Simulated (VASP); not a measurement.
A run of VASP 6.6.1 is set up as follows.

File INCAR:

```
ALGO     = Normal         # electronic algorithm
EDIFF    = 1E-6           # SCF threshold, eV
ENCUT    = 520            # plane-wave cutoff, eV
GGA      = PE             # functional
ISIF     = 2              # what is computed and relaxed
ISMEAR   = 1              # smearing method
LASPH    = T              # aspherical terms in the spheres
LCHARG   = T              # write CHGCAR
LELF     = T              # ELF
LREAL    = Auto         
LVHAR    = T            
LWAVE    = F              # write WAVECAR
NBANDS   = 52             # bands
NELM     = 80             # most SCF steps
PREC     = Accurate       # precision mode
SIGMA    = 0.15           # smearing width, eV
```

File KPOINTS:

```
k-points
0
Gamma
  3 3 3
```

The input POSCAR:

```
Li7Cl8
1.0
    0.0000000000      5.1028676200      5.1028676200
    5.1028676200      0.0000000000      5.1028676200
    5.1028676200      5.1028676200      0.0000000000
Li Cl
7 8
Direct
    0.0010335365     -0.4999865154     -0.0003376533
    0.0010208966      0.0000769175      0.4997685008
    0.0007186155      0.5005105345      0.4993656880
    0.5010123112      0.0001335524     -0.0000275335
    0.5006290953      0.0004170204      0.4999163588
    0.5015453448      0.5002115850     -0.0005035404
    0.5003164280      0.5002505826      0.4999685843
    0.2504843541      0.2503256199      0.2500757603
    0.2542964264      0.2540214829      0.7462925327
    0.2540861524      0.7466270505      0.2537726033
    0.2540866424      0.7466769244      0.7464133471
    0.7467828452      0.2541859003      0.2538509906
    0.7466208775      0.2541021239      0.7463494614
    0.7467446314      0.7466446876      0.2538008227
    0.7504380449      0.7503196801      0.7501058787
```

Potentials or basis: VASP PAW PBE potentials, release 64 (Li_sv, Cl).

Command:

```sh
$ cat potpaw_PBE.64/Li_sv/POTCAR potpaw_PBE.64/Cl/POTCAR > POTCAR
$ mpirun -np 1 vasp_std > vasp.out
```

What does it give for the largest force?

0.007 eV/Å.

Forces in eV/Å, atoms in the order of the input:
```
Li   0.003  0.000 -0.002
Li   0.003 -0.002 -0.002
Li   0.002  0.002 -0.003
Li   0.001 -0.002 -0.002
Li   0.000  0.000 -0.001
Li   0.003 -0.002 -0.006
Li   0.002  0.002  0.004
Cl  -0.001  0.002  0.004
Cl   0.000 -0.002 -0.001
Cl  -0.002  0.001  0.002
Cl  -0.003  0.000  0.001
Cl  -0.003 -0.001 -0.001
Cl  -0.002  0.001  0.002
Cl  -0.001 -0.001 -0.001
Cl  -0.001  0.002  0.005
```

Caveat: an odd number of electrons without spin polarisation forces a metal; a magnetic or distorted state may lie lower.
